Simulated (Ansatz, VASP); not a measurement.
## Two plane-wave programs on Te

```
Te
1.0
     6.04821    0.00000    0.00000
     0.00000    6.04821    0.00000
     0.00000    0.00000    6.04821
Te
8
Direct
  0.50000 0.50000 0.50000
  0.00000 0.00000 0.00000
  0.25000 0.00000 0.50000
  0.50000 0.25000 0.00000
  0.50000 0.75000 0.00000
  0.75000 0.00000 0.50000
  0.00000 0.50000 0.75000
  0.00000 0.50000 0.25000
```

Alike in both runs: task relaxation of cell and atoms; functional PBEsol; k mesh 6 × 6 × 6; occupations gaussian, width 0.1 eV; no spin polarisation.

|  | VASP | Ansatz |
| --- | --- | --- |
| version | VASP 6.6.1 | Ansatz 0.2.0 |
| potentials or method | VASP PAW PBE potentials, release 64 (Te), cutoff 600 eV | scalar-relativistic, plane waves, PAW |
| valence electrons in the cell | 48 | 128 |

|  | VASP | Ansatz | Ansatz less VASP |
| --- | --- | --- | --- |
| gap on the k mesh at the Fermi level, each at its own relaxed structure (eV) | none | none | - |
| relaxed volume (Å³/atom) | 27.35 | 27.35 | -0.004 |
| relaxed length of the cell vector where the two differ most in proportion (Å) | 6.026 | 6.025 | -0.0003 |

VASP's potentials were made for PBE, not for PBEsol. A gap of «none» marks a metal or a gap that the smearing closes. VASP's potentials hold 48 valence electrons a cell and Ansatz's 128, so a difference there can come from the potentials and not from the codes.

Neither program's run includes spin-orbit coupling. Noted on VASP's run: too few bands were computed for a metal, which touches its energy and stress.
